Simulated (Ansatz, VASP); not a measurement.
# Two plane-wave programs on InP3

File INCAR:

```
ALGO = Normal
EDIFF = 1E-6
ENCUT = 520
GGA = PS
ISIF = 2
ISMEAR = -1
LASPH = T
LCHARG = F
LREAL = F
LWAVE = F
NBANDS = 38
NELM = 100
PREC = Accurate
SIGMA = 0.1
```

Contents of KPOINTS:

```
k-points
0
Gamma
  6 6 6
```

POSCAR

```
InP3
1.0
    3.7244993001      2.1503406735      3.2950000000
   -3.7244993001      2.1503406735      3.2950000000
    0.0000000000     -4.3006813470      3.2950000000
In P
2 6
Direct
    0.2755000000      0.2755000000      0.2755000000
    0.7245000000      0.7245000000      0.7245000000
    0.7963000000      0.2414000000      0.7963000000
    0.7963000000      0.7963000000      0.2414000000
    0.2414000000      0.7963000000      0.7963000000
    0.2037000000      0.7586000000      0.2037000000
    0.7586000000      0.2037000000      0.2037000000
    0.2037000000      0.2037000000      0.7586000000
```

Input for Ansatz:

```yaml
crystal:
  lattice:
    - [3.7244993001, 2.1503406735, 3.295]
    - [-3.7244993001, 2.1503406735, 3.295]
    - [0.0, -4.300681347, 3.295]
  atoms:
    - { symbol: In, position: [0.2755, 0.2755, 0.2755] }
    - { symbol: In, position: [0.7245, 0.7245, 0.7245] }
    - { symbol: P, position: [0.7963, 0.2414, 0.7963] }
    - { symbol: P, position: [0.7963, 0.7963, 0.2414] }
    - { symbol: P, position: [0.2414, 0.7963, 0.7963] }
    - { symbol: P, position: [0.2037, 0.7586, 0.2037] }
    - { symbol: P, position: [0.7586, 0.2037, 0.2037] }
    - { symbol: P, position: [0.2037, 0.2037, 0.7586] }
basis:
  ecutwfc: 420
kpoints:
  mp_grid: { grid: [6, 6, 6] }
hamiltonian:
  xc: pbesol
scf:
  occupations: { method: fermi_dirac, width: 0.1 }
output:
  forces: true
  stress: true
  eigenvalues: true
```

Alike in both runs: task single point; functional PBEsol; k mesh 6 × 6 × 6; occupations fermi-dirac, width 0.1 eV; no spin polarisation.

```csv
,VASP,Ansatz
version,VASP 6.6.1,Ansatz 0.2.0
potentials or method,"VASP PAW PBE potentials, release 64 (In_d, P), cutoff 520 eV","scalar-relativistic, plane waves, PAW"
valence electrons in the cell,56,56
```

```csv
,VASP,Ansatz,Ansatz less VASP
gap on the k mesh at the Fermi level (eV),none,none,-
pressure (GPa),-0.2,-0.2,+0.02
rms of the force components (eV/Å),0.073,0.084,+0.0110
```

VASP's potentials were made for PBE, not for PBEsol. Atom by atom the forces differ by 0.012 eV/Å (rms over components). A gap of «none» marks a metal or a gap that the smearing closes. With one functional, cell and mesh, what is left measures potentials, basis and numerics.
